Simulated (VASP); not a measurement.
A run of VASP 6.6.1:

INCAR

```
  PREC = Accurate
  ENCUT = 520
  EDIFF = 1E-6
  ISMEAR = -1
  SIGMA = 0.1
  LREAL = F
  LASPH = T
  NELM = 80
  ALGO = Normal
  ISIF = 2
  LWAVE = F
  LCHARG = F
  GGA = PS
  NBANDS = 20
```

Contents of KPOINTS:

```
Automatic mesh
0
Gamma
  11 11 11
```

Contents of POSCAR:

```
Ga
1.0
    0.0000000000      2.9535433737      2.9535433737
    2.9535433737      0.0000000000      2.9535433737
    2.9535433737      2.9535433737      0.0000000000
Ga
2
Direct
    0.1250000000      0.1250000000      0.1250000000
    0.8750000000      0.8750000000      0.8750000000
```

Potentials or basis: VASP PAW PBE potentials, release 64 (Ga_d).

The run is started by

```bash
$ cat potpaw_PBE.64/Ga_d/POTCAR > POTCAR
$ mpirun -np 1 vasp_std > vasp.out
```

Hardware: 1 thread of Intel(R) Xeon(R) 6975P-C (Granite Rapids), on a shared host.

**Question.** Estimate the wall time of this run.

**Answer.** It took 14 s on 1 thread of Intel(R) Xeon(R) 6975P-C (Granite Rapids), with other jobs on the host, peak memory 0.19 GiB. Counts: scf iterations 11, k points 56.
